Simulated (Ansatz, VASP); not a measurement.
MgO in VASP and in Ansatz

The input INCAR:

```
PREC = Accurate
ENCUT = 520
EDIFF = 1E-6
ISMEAR = -1
SIGMA = 0.02
LREAL = F
LASPH = T
NELM = 60
ALGO = Normal
ISIF = 2
LWAVE = F
LCHARG = F
LDIPOL = T
IDIPOL = 3
DIPOL = 0.5 0.5 0.500
GGA = PE
NBANDS = 16
```

The input KPOINTS:

```
Automatic mesh
0
Gamma
  10 10 1
```

File POSCAR:

```
MgO
1.0
    3.0079491106      0.0000000000      0.0000000000
    0.0000000000      3.0079491106      0.0000000000
    0.0000000000      0.0000000000     13.1875000000
Mg O
2 2
Direct
    0.0000000000      0.0000000000      0.4215978327
    0.5000000000      0.5000000000      0.5784021381
    0.5000000000      0.5000000000      0.4170603541
    0.0000000000      0.0000000000      0.5829396459
```

Input for Ansatz:

```yaml
crystal:
  lattice:
    - [3.0079491106, 0.0, 0.0]
    - [0.0, 3.0079491106, 0.0]
    - [0.0, 0.0, 13.1875]
  atoms:
    - { symbol: Mg, position: [0.0, 0.0, 0.4215978327] }
    - { symbol: O, position: [0.5, 0.5, 0.4170603541] }
    - { symbol: Mg, position: [0.5, 0.5, 0.5784021381] }
    - { symbol: O, position: [0.0, 0.0, 0.5829396459] }
kpoints:
  mp_grid: { grid: [10, 10, 1] }
scf:
  occupations: { method: fermi_dirac, width: 0.02 }
hamiltonian:
  xc: pbe
  pseudopotentials: { kind: all_electron, lapw: { basis_error: 0.001 } }
output:
  forces: true
  stress: true
  eigenvalues: true
efield:
  axis: 3
  amplitude: 0
  dipole_correction: true
```

Alike in both runs: task single point; functional PBE; k mesh 10 × 10 × 1; occupations fermi-dirac, width 0.02 eV; no spin polarisation.

```csv
,VASP,Ansatz
version,VASP 6.6.1,Ansatz 0.2.0
potentials or method,"VASP PAW PBE potentials, release 64 (Mg, O), cutoff 520 eV","all-electron LAPW, scalar-relativistic"
```

|  | VASP | Ansatz | Ansatz less VASP |
| --- | --- | --- | --- |
| gap on the k mesh at the Fermi level (eV) | 3.26 | 3.28 | +0.014 |
| rms of the force components (eV/Å) | 0.012 | 0.003 | -0.0090 |

Ansatz ran all-electron here, and VASP with PAW potentials. Ansatz's warnings: vacuum density over bound.
